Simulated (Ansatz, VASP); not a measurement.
**Two plane-wave programs on Fe**

The input INCAR:

```
PREC     = Accurate       # precision mode
ENCUT    = 520            # plane-wave cutoff, eV
EDIFF    = 1E-6           # SCF threshold, eV
ISMEAR   = -1             # smearing method
SIGMA    = 0.1            # smearing width, eV
LREAL    = False          # projectors in reciprocal space
LASPH    = True           # aspherical terms in the spheres
NELM     = 150            # most SCF steps
ALGO     = Normal         # electronic algorithm
ISIF     = 2              # what is computed and relaxed
LWAVE    = False          # write WAVECAR
LCHARG   = False          # write CHGCAR
ISPIN    = 2              # spin polarisation
MAGMOM   = 4              # initial moments
LORBIT   = 11             # projections on sites
LMAXMIX  = 4              # l up to which the mixer works
NBANDS   = 14             # bands
```

Contents of KPOINTS:

```
regular mesh
0
Gamma
  15 15 15
```

The input POSCAR:

```
Fe
1.0
   -1.4201633300      1.4201633300      1.4201633300
    1.4201633300     -1.4201633300      1.4201633300
    1.4201633300      1.4201633300     -1.4201633300
Fe
1
Direct
    0.0000000000      0.0000000000      0.0000000000
```

Input for Ansatz:

```yaml
crystal:
  lattice:
    - [-1.42016333, 1.42016333, 1.42016333]
    - [1.42016333, -1.42016333, 1.42016333]
    - [1.42016333, 1.42016333, -1.42016333]
  atoms:
    - { symbol: Fe, position: [0.0, 0.0, 0.0], spin: 4.0 }
magnetization:
  spin_polarized: true
hamiltonian:
  xc: lda
  pseudopotentials: { kind: paw }
basis:
  ecutwfc: 420
kpoints:
  mp_grid: { grid: [15, 15, 15] }
scf:
  occupations: { method: fermi_dirac, width: 0.1 }
  lower_state_search: "off"
output:
  forces: true
  stress: true
```

Alike in both runs: task single point; functional LDA; k mesh 15 × 15 × 15; occupations fermi-dirac, width 0.1 eV; collinear spin.

|  | VASP | Ansatz |
| --- | --- | --- |
| version | VASP 6.6.1 | Ansatz 0.2.0 |
| potentials or method | VASP PAW LDA potentials, release 64 (Fe), cutoff 520 eV | PAW, plane waves, scalar-relativistic |
| valence electrons in the cell | 8 | 16 |

|  | VASP | Ansatz | Ansatz less VASP |
| --- | --- | --- | --- |
| pressure (GPa) | -19.9 | -18.9 | +0.95 |
| net moment per atom (μB) | 2.13 | 2.16 | +0.034 |
| size of the moment on the site where the two differ most (μB) | 2.10 | 2.17 | +0.070 |

LDA's correlation is that of Perdew and Zunger in VASP and of Perdew and Wang (1992) in Ansatz. Site moments also hang on the region over which each program counts them. VASP's potentials hold 8 valence electrons a cell and Ansatz's 16, so a difference there can come from the potentials and not from the codes.
